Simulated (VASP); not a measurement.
A run of VASP 6.6.1 is set up as follows.

Contents of INCAR:

```
SYSTEM = Si2Mo
PREC     = Accurate       ! precision mode
ENCUT    = 520            ! plane-wave cutoff, eV
EDIFF    = 1E-7           ! SCF threshold, eV
ISMEAR   = -1             ! smearing method
SIGMA    = 0.08           ! smearing width, eV
LREAL    = .False.        ! projectors in reciprocal space
LASPH    = .True.         ! aspherical terms in the spheres
NELM     = 80             ! most SCF steps
ALGO     = Normal         ! electronic algorithm
ISIF     = 2              ! what is computed and relaxed
LWAVE    = .False.        ! write WAVECAR
LCHARG   = .True.         ! write CHGCAR
GGA      = PS             ! functional
LELF     = .True.         ! ELF
LVHAR    = .True.       
NBANDS   = 18             ! bands
```

KPOINTS

```
regular mesh
0
Gamma
  16 16 16
  0 0 0
```

The input POSCAR:

```
Si2Mo
1.0
   -1.6553050000      1.5766950000      3.9305000000
    1.5766950000     -1.6553050000      3.9305000000
    1.6233050000      1.6233050000     -3.9625000000
Si Mo
2 1
Direct
    0.3330000000      0.3330000000      0.0000000000
    0.6670000000      0.6670000000      0.0000000000
    0.0000000000      0.0000000000      0.0000000000
```

Potentials or basis: VASP PAW PBE potentials, release 64 (Si, Mo_sv).

The run is started by

```console
$ cat potpaw_PBE.64/Si/POTCAR potpaw_PBE.64/Mo_sv/POTCAR > POTCAR
$ mpirun -np 1 vasp_std > vasp.out
```

Task: What does it give for the largest force?

Result: 0.317 eV/Å.

Task: Predict the pressure.

Result: -2.1 GPa.

Task: What does it give for the band gap on the k mesh?

Result: Zero (bands 11 and 12 overlap by 1.00 eV).

Forces in eV/Å, atoms in the order of the input:
```
Si  -0.028 -0.028  0.315
Si   0.028  0.028 -0.315
Mo   0.000  0.000  0.000
```

Caveat: the cell differs from its parent crystal (equal xy, yz and zx shear strains of -2 %); the PAW data sets were made with another functional, which shifts forces and pressure a little.
